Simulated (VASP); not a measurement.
# H17C40Cl in VASP: single point with LDA

Aim: the single point of H17C40Cl with LDA.

Everything below comes from runs of VASP 6.6.1. Logs are shortened: lines on timing, memory, paths and dates and some standing lists are left out, and cuts for length are marked.

### 1 The cell of the first run

The cell holds a slab with vacuum, 58 atoms: a = 5.049 Å, b = 10.097 Å, c = 17.165 Å, α = 90.00°, β = 90.00°, γ = 90.00°.

### 2 Single point, LDA

INCAR

```
SYSTEM = H17C40Cl
  PREC = Accurate
  ENCUT = 520
  EDIFF = 1E-7
  ISMEAR = 0
  SIGMA = 0.02
  LREAL = Auto
  LASPH = .TRUE.
  NELM = 100
  ALGO = Normal
  ISIF = 2
  LWAVE = .FALSE.
  LCHARG = .TRUE.
  GGA = CA
  LELF = .TRUE.
  LVHAR = .TRUE.
  NBANDS = 127
```

KPOINTS

```
regular mesh
0
G
  2 1 1
  0 0 0
```

POSCAR

```
H17C40Cl
1.0
    5.0487420000      0.0000000000      0.0000000000
    0.0000000000     10.0974850000      0.0000000000
    0.0000000000      0.0000000000     17.1647000000
H C Cl
17 40 1
Direct
    0.4277868000      0.0000000000      0.0582591000
    0.0722132000      0.0000000000      0.0582591000
    0.9277868000      0.0000000000      0.0582591000
    0.5722132000      0.0000000000      0.0582591000
    0.4277868000      0.2500000000      0.0582591000
    0.0722132000      0.2500000000      0.0582591000
    0.9277868000      0.2500000000      0.0582591000
    0.5722132000      0.2500000000      0.0582591000
    0.4277868000      0.5000000000      0.0582591000
    0.0722132000      0.5000000000      0.0582591000
    0.9277868000      0.5000000000      0.0582591000
    0.5722132000      0.5000000000      0.0582591000
    0.4277868000      0.7500000000      0.0582591000
    0.0722132000      0.7500000000      0.0582591000
    0.9277868000      0.7500000000      0.0582591000
    0.5722132000      0.7500000000      0.0582591000
    1.2498675292      0.7414924928      0.3589367547
    0.2500000000      0.0000000000      0.0952362000
    0.7500000000      0.0000000000      0.0952362000
    0.2500000000      0.2500000000      0.0952362000
    0.7500000000      0.2500000000      0.0952362000
    0.2500000000      0.5000000000      0.0952362000
    0.7500000000      0.5000000000      0.0952362000
    0.2500000000      0.7500000000      0.0952362000
    0.7500000000      0.7500000000      0.0952362000
    0.2500000000      0.1250000000      0.1472324000
    0.7500000000      0.1250000000      0.1472324000
    0.2500000000      0.3750000000      0.1472324000
    0.7500000000      0.3750000000      0.1472324000
    0.2500000000      0.6250000000      0.1472324000
    0.7500000000      0.6250000000      0.1472324000
    0.2500000000      0.8750000000      0.1472324000
    0.7500000000      0.8750000000      0.1472324000
    0.0038220119      0.1243545199      0.1936677606
    0.4961628818      0.1243532074      0.1936590453
   -0.0007983604      0.3749871013      0.2029544969
    0.5007665857      0.3749818849      0.2029545469
    0.0035929487      0.6260378135      0.1936411155
    0.4963965642      0.6260480824      0.1936469552
    0.0006184897      0.8748942587      0.2038354430
    0.4993434048      0.8749177812      0.2038359059
    0.0018260678      0.0089730818      0.2521232109
    0.4980912485      0.0089899228      0.2521072267
    0.0029857904      0.2436097570      0.2518536281
    0.4969957964      0.2436129831      0.2518520729
    0.0030085281      0.5062708301      0.2519239723
    0.4969915648      0.5062670759      0.2519333065
    0.0023615574      0.7410616042      0.2521618099
    0.4976458729      0.7410746860      0.2521767491
    0.2499209557      0.0497003332      0.2989770516
    0.7499590452      0.0573485932      0.2904825708
    0.2499894882      0.2063823481      0.2931034730
    0.7499651425      0.1938399768      0.2894753639
    0.2499931694      0.5446620863      0.2921361643
    0.7500169735      0.5565165608      0.2898212033
    0.2500082745      0.7018748132      0.2995023353
    0.7500176557      0.6932615347      0.2902412288
    1.2503066546      0.9881293603      0.3958814396
```

Potentials or basis: VASP PAW LDA potentials, release 64 (H, C, Cl).

Command:

```bash
$ cat potpaw_LDA.64/H/POTCAR potpaw_LDA.64/C/POTCAR potpaw_LDA.64/Cl/POTCAR > POTCAR
$ mpirun -np 1 vasp_std > vasp.out
```

OUTCAR:

```text
SYSTEM = H17C40Cl
   PREC = Accurate
   ENCUT = 520
   EDIFF = 1E-7
   ISMEAR = 0
   LREAL = Auto
   LASPH = .TRUE.
   NELM = 100
   ISIF = 2
   GGA = CA

 ion  position               nearest neighbor table
   1  0.428  0.000  0.058-   4 0.73  18 1.10
   2  0.072  0.000  0.058-   3 0.73  18 1.10
   3  0.928  0.000  0.058-   2 0.73  19 1.10
   4  0.572  0.000  0.058-   1 0.73  19 1.10
   5  0.428  0.250  0.058-   8 0.73  20 1.10
   6  0.072  0.250  0.058-   7 0.73  20 1.10
[... 8 lines left out ...]
  15  0.928  0.750  0.058-  14 0.73  25 1.10
  16  0.572  0.750  0.058-  13 0.73  25 1.10
  17  0.250  0.741  0.359-  56 1.10
  18  0.250  0.000  0.095-   1 1.10   2 1.10  26 1.55  32 1.55
  19  0.750  0.000  0.095-   3 1.10   4 1.10  27 1.55  33 1.55
  20  0.250  0.250  0.095-   5 1.10   6 1.10  26 1.55  28 1.55
  21  0.750  0.250  0.095-   7 1.10   8 1.10  27 1.55  29 1.55
  22  0.250  0.500  0.095-   9 1.10  10 1.10  28 1.55  30 1.55
  23  0.750  0.500  0.095-  11 1.10  12 1.10  29 1.55  31 1.55
[... 25 lines left out ...]
  49  0.498  0.741  0.252-  57 1.51  39 1.54  56 1.54  41 1.59
  50  0.250  0.050  0.299-  42 1.54  43 1.54  52 1.59  58 1.78
  51  0.750  0.057  0.290-  53 1.38  42 1.51  43 1.51
  52  0.250  0.206  0.293-  44 1.48  45 1.48  50 1.59
  53  0.750  0.194  0.289-  51 1.38  45 1.52  44 1.52
  54  0.250  0.545  0.292-  47 1.48  46 1.48  56 1.59
  55  0.750  0.557  0.290-  57 1.38  46 1.52  47 1.52
  56  0.250  0.702  0.300-  17 1.10  49 1.54  48 1.54  54 1.59
  57  0.750  0.693  0.290-  55 1.38  48 1.51  49 1.51
  58  0.250  0.988  0.396-  50 1.78

  LATTYP: Found a simple orthorhombic cell.
 ALAT       =     5.0487420000
 B/A-ratio  =     2.0000001981
 C/A-ratio  =     3.3997974149

  Lattice vectors:

 A1 = (   5.0487420000,   0.0000000000,   0.0000000000)
 A2 = (   0.0000000000,  10.0974850000,   0.0000000000)
 A3 = (   0.0000000000,   0.0000000000,  17.1647000000)

Analysis of symmetry for initial positions (statically):
=====================================================================
 Subroutine PRICEL returns:
 Original cell was already a primitive cell.

 Routine SETGRP: Setting up the symmetry group for a
 simple orthorhombic supercell.

 Subroutine GETGRP returns: Found  1 space group operations
 (whereof  1 operations were pure point group operations)
 out of a pool of  8 trial point group operations.

The static configuration has the point symmetry C_1 .

Analysis of symmetry for dynamics (positions and initial velocities):
=====================================================================
 Subroutine PRICEL returns:
 Original cell was already a primitive cell.

 Routine SETGRP: Setting up the symmetry group for a
 simple orthorhombic supercell.

 Subroutine GETGRP returns: Found  1 space group operations
 (whereof  1 operations were pure point group operations)
 out of a pool of  8 trial point group operations.

The dynamic configuration has the point symmetry C_1 .

 Subroutine INISYM returns: Found  1 space group operations
 (whereof  1 operations are pure point group operations),
 and found     1 'primitive' translations

----------------------------------------------------------------------------------------

                                     Primitive cell

  volume of cell :     875.0495

  direct lattice vectors                    reciprocal lattice vectors
     5.048742000  0.000000000  0.000000000     0.198069143  0.000000000  0.000000000
     0.000000000 10.097485000  0.000000000     0.000000000  0.099034562  0.000000000
     0.000000000  0.000000000 17.164700000     0.000000000  0.000000000  0.058259102

  length of vectors
     5.048742000 10.097485000 17.164700000     0.198069143  0.099034562  0.058259102

  position of ions in fractional coordinates (direct lattice)
     0.427786800  0.000000000  0.058259100
     0.072213200  0.000000000  0.058259100
     0.927786800  0.000000000  0.058259100
     0.572213200  0.000000000  0.058259100
     0.427786800  0.250000000  0.058259100
     0.072213200  0.250000000  0.058259100
[... 50 lines left out ...]
     0.750017656  0.693261535  0.290241229
     0.250306655  0.988129360  0.395881440

  ion indices of the primitive-cell ions
   primitive index   ion index
                 1           1
                 2           2
                 3           3
                 4           4
                 5           5
                 6           6
[... 50 lines left out ...]
                57          57
                58          58

----------------------------------------------------------------------------------------

 KPOINTS: regular mesh

Automatic generation of k-mesh.
 Grid dimensions read from file:
 generate k-points for:    2    1    1

 Generating k-lattice:

  Cartesian coordinates                     Fractional coordinates (reciprocal lattice)
     0.099034571  0.000000000  0.000000000     0.500000000  0.000000000  0.000000000
     0.000000000  0.099034562  0.000000000     0.000000000  1.000000000  0.000000000
     0.000000000  0.000000000  0.058259102     0.000000000  0.000000000  1.000000000

  Length of vectors
     0.099034571  0.099034562  0.058259102

  Shift w.r.t. Gamma in fractional coordinates (k-lattice)
     0.000000000  0.000000000  0.000000000

 Subroutine IBZKPT returns following result:
 ===========================================

 Found      2 irreducible k-points:

 Following reciprocal coordinates:
            Coordinates               Weight
  0.000000  0.000000  0.000000      1.000000
  0.500000  0.000000  0.000000      1.000000
   k-points           NKPTS =      2   k-points in BZ     NKDIM =      2   number of bands    NBANDS=    127
   number of dos      NEDOS =    301   number of ions     NIONS =     58
   total plane-waves  NPLWV = 409600
   dimension x,y,z NGX =    40 NGY =   80 NGZ =  128
   dimension x,y,z NGXF=    80 NGYF=  160 NGZF=  256
   ions per type =              17  40   1
   NGX,Y,Z   is equivalent  to a cutoff of  13.17, 13.17, 12.40 a.u.
   NGXF,Y,Z  is equivalent  to a cutoff of  26.34, 26.34, 24.79 a.u.
 SYSTEM =  H17C40Cl
   PREC   = accura    normal or accurate (medium, high low for compatibility)
   ISTART =      0    job   : 0-new  1-cont  2-samecut
   ICHARG =      2    charge: 1-file 2-atom 10-const
   ISPIN  =      1    spin polarized calculation?
   LNONCOLLINEAR =      F non collinear calculations
   LSORBIT =      F    spin-orbit coupling
   LASPH  =      T    aspherical Exc in radial PAW
   ENCUT  =  520.0 eV  38.22 Ry    6.18 a.u.   9.39 18.77 31.91*2*pi/ulx,y,z
   NELM   =    100;   NELMIN=  2; NELMDL= -5     # of ELM steps
   EDIFF  = 0.1E-06   stopping-criterion for ELM
   LREAL  =      T    real-space projection
   EDIFFG = 0.1E-05   stopping-criterion for IOM
   NSW    =      0    number of steps for IOM
   IBRION =     -1    ionic relax: 0-MD 1-quasi-New 2-CG
   NFREE  =      0    steps in history (QN), initial steepest desc. (CG)
   ISIF   =      2    stress and relaxation
   ISYM   =      2    0-nonsym 1-usesym 2-fastsym
   POTIM  = 0.5000    time-step for ionic-motion
   TEBEG  =    0.0;   TEEND  =   0.0 temperature during run
   PSTRESS=    0.0 pullay stress
   NELECT =     184.0000    total number of electrons
   NUPDOWN=      -1.0000    fix difference up-down
   EMIN   =  10.00;   EMAX   =-10.00  energy-range for DOS
   EFERMI =   0.00;   METHOD = LEGACY
   ISMEAR =     0;   SIGMA  =   0.02  broadening in eV -4-tet -1-fermi 0-gaus
   EFERMI_NEDOS =   21; number of points for ismear=-14 and -15
   IALGO  =     38    algorithm
   IMIX   =      4    mixing-type and parameters
     AMIX     =   0.40;   BMIX     =  1.00
     AMIX_MAG =   1.60;   BMIX_MAG =  1.00
  volume/ion in A,a.u.               =      15.09       101.81
  Fermi-wavevector in a.u.,A,eV,Ry     =   0.973501  1.839651 12.894308  0.947705
  Thomas-Fermi vector in A             =   2.103886
   LORBIT       =      0    0 simple, 1 ext, 2 COOP (PROOUT), +10 PAW based schemes
   GGA     = CA    functional components
   LHFCALC =     F    Hartree Fock is set to
   AEXX    =    0.0000 exact exchange contribution
   IVDW    =     0    specifies the selected vdW correction
   LEPSILON=     F    determine dielectric tensor
   LRPA    =     F    only Hartree local field effects (RPA)
 non-spin polarized calculation
 Gauss-broadening in eV      SIGMA  =   0.02
  energy-cutoff  :      520.00
  volume of cell :      875.05
 maximum number of plane-waves:     23593
 NGX is ok and might be reduce to    40
   NGX = 19   NGY = 37   NGZ = 63

 number of electron     184.0000007 magnetization

 Free energy of the ion-electron system (eV)
  ---------------------------------------------------
  ext. energy  EPLUGINS =         0.00000000
  ---------------------------------------------------
  free energy    TOTEN  =      -427.08870887 eV

  energy without entropy =     -427.08645527  energy(sigma->0) =     -427.08758207

 E-fermi :   0.2970     XC(G=0):  -5.2427

 val. band max:        0.2716246835   @ k =   0.5000   0.0000   0.0000
 cond. band min:       0.3223922247   @ k =   0.0000   0.0000   0.0000
 fundamental gap:      0.0507675413
 Fermi energy:         0.2970084541

 k-point     1 :       0.0000    0.0000    0.0000
  band No.  band energies     occupation
      1     -21.2513      2.00000
      2     -20.7626      2.00000
      3     -19.2038      2.00000
      4     -18.9279      2.00000
      5     -18.1872      2.00000
      6     -17.0204      2.00000
[... 96 lines left out ...]
    103       4.0183      0.00000
    104       4.0345      0.00000

 k-point     2 :       0.5000    0.0000    0.0000
  band No.  band energies     occupation
      1     -20.1382      2.00000
      2     -20.0950      2.00000
      3     -19.6912      2.00000
      4     -19.5823      2.00000
      5     -18.1070      2.00000
      6     -18.0426      2.00000
[... 96 lines left out ...]
    103       4.6173      0.00000
    104       4.6407      0.00000
 [bands above 104 left out]

------------------------ aborting loop because EDIFF is reached ----------------------------------------

  FORCE on cell =-STRESS in cart. coord.  units (eV):
  Direction    XX          YY          ZZ          XY          YZ          ZX
  --------------------------------------------------------------------------------------
  -------------------------------------------------------------------------------------
  Total      136.1007759    -29.7964432    -11.2476256      0.0006172      0.0690160      0.0089605
  in kB      249.1945681    -54.5559842    -20.5939106      0.0011301      0.1263652      0.0164062
  external PRESSURE =      58.0148911 kB  Pullay stress =       0.0000000 kB

 VOLUME and BASIS-vectors are now :
 -----------------------------------------------------------------------------
  energy-cutoff  :      520.00
  volume of cell :      875.05
      direct lattice vectors                 reciprocal lattice vectors
     5.048742000  0.000000000  0.000000000     0.198069143  0.000000000  0.000000000
     0.000000000 10.097485000  0.000000000     0.000000000  0.099034562  0.000000000
     0.000000000  0.000000000 17.164700000     0.000000000  0.000000000  0.058259102

 POSITION                                       TOTAL-FORCE (eV/Angst)
 -----------------------------------------------------------------------------------
      2.15979      0.00000      1.00000        -9.027388     -0.048170      0.068137
      0.36459      0.00000      1.00000         9.027614     -0.048100      0.068084
      4.68416      0.00000      1.00000        -9.010169     -0.039765      0.063989
      2.88896      0.00000      1.00000         9.009860     -0.039663      0.064158
      2.15979      2.52437      1.00000        -9.045064      0.056197      0.067944
      0.36459      2.52437      1.00000         9.045135      0.056338      0.067861
[... 50 lines left out ...]
      3.78665      7.00020      4.98190        -0.001409      0.056067      0.067261
      1.26373      9.97762      6.79519        -0.004386      0.036549     -0.071337
 -----------------------------------------------------------------------------------
    total drift:                               -0.001397     -0.016083     -0.025758

  FREE ENERGIE OF THE ION-ELECTRON SYSTEM (eV)
  ---------------------------------------------------
  free  energy   TOTEN  =      -427.0887088682 eV

  energy  without entropy=     -427.0864552707  energy(sigma->0) =     -427.08758207
```

Run time: 12 min. Hardware: 1 thread of AMD EPYC 7R43 (Zen 3), shared host; peak memory 0.66 GiB.

What came out:

```
Free energy            : -427.0887 eV
Largest force          : 9.048 eV/Å
Band gap on the k mesh : 0.05 eV (least direct gap 0.25 eV)
```

Forces in eV/Å, atoms in the order of the input:
```
H   -9.027 -0.048  0.068
H    9.028 -0.048  0.068
H   -9.010 -0.040  0.064
H    9.010 -0.040  0.064
H   -9.045  0.056  0.068
H    9.045  0.056  0.068
H   -9.035  0.038  0.074
H    9.035  0.038  0.074
H   -9.047 -0.056  0.069
H    9.048 -0.056  0.069
H   -9.038 -0.039  0.077
H    9.039 -0.039  0.077
H   -9.024  0.049  0.068
H    9.024  0.049  0.068
H   -9.007  0.041  0.060
H    9.007  0.041  0.060
H    0.002  0.014  0.033
C   -0.001 -0.269  1.335
C    0.001 -0.219  1.475
C    0.000  0.200  1.304
C    0.000  0.129  1.409
C    0.001 -0.203  1.306
C   -0.001 -0.142  1.394
C    0.000  0.281  1.331
C   -0.001  0.223  1.473
C   -0.002  0.051 -4.217
C   -0.001 -0.044 -3.355
C   -0.001  0.004  0.436
C   -0.001  0.006  0.419
C    0.000 -0.031 -4.163
C   -0.001 -0.029 -3.306
C   -0.002  0.006  0.712
C   -0.002  0.036  0.716
C   -0.014 -0.003 -0.008
C    0.016 -0.001 -0.006
C   -0.002 -0.002  0.007
C    0.006  0.001  0.008
C   -0.008  0.000 -0.010
C    0.009 -0.001 -0.009
C    0.002  0.014  0.018
C    0.001  0.009  0.018
C    0.006 -0.042  0.010
C   -0.006 -0.042  0.013
C   -0.005  0.043  0.009
C    0.001  0.041  0.008
C   -0.007 -0.057  0.011
C    0.007 -0.056  0.009
C    0.004  0.051  0.012
C   -0.003  0.051  0.008
C    0.014 -0.050  0.139
C   -0.001 -0.049  0.075
C   -0.003  0.020  0.081
C    0.004  0.044  0.065
C    0.002 -0.008  0.052
C   -0.003 -0.053  0.060
C   -0.004 -0.020  0.034
C   -0.001  0.056  0.067
Cl  -0.004  0.037 -0.071
```

Levels at points of the mesh, in eV from the valence-band top:
| k point | band 89 | band 90 | band 91 | band 92 | band 93 | band 94 | band 95 | band 96 |
| --- | --- | --- | --- | --- | --- | --- | --- | --- |
| (0.00, 0.00, 0.00) | -0.50 | -0.29 | -0.24 | -0.20 | 0.05 | 1.17 | 1.51 | 2.20 |
| (0.50, 0.00, 0.00) | -2.43 | -1.20 | -0.95 | 0.00 | 0.37 | 1.51 | 1.67 | 3.36 |

Caveat: the k points lie up to 0.62 Å⁻¹ apart.
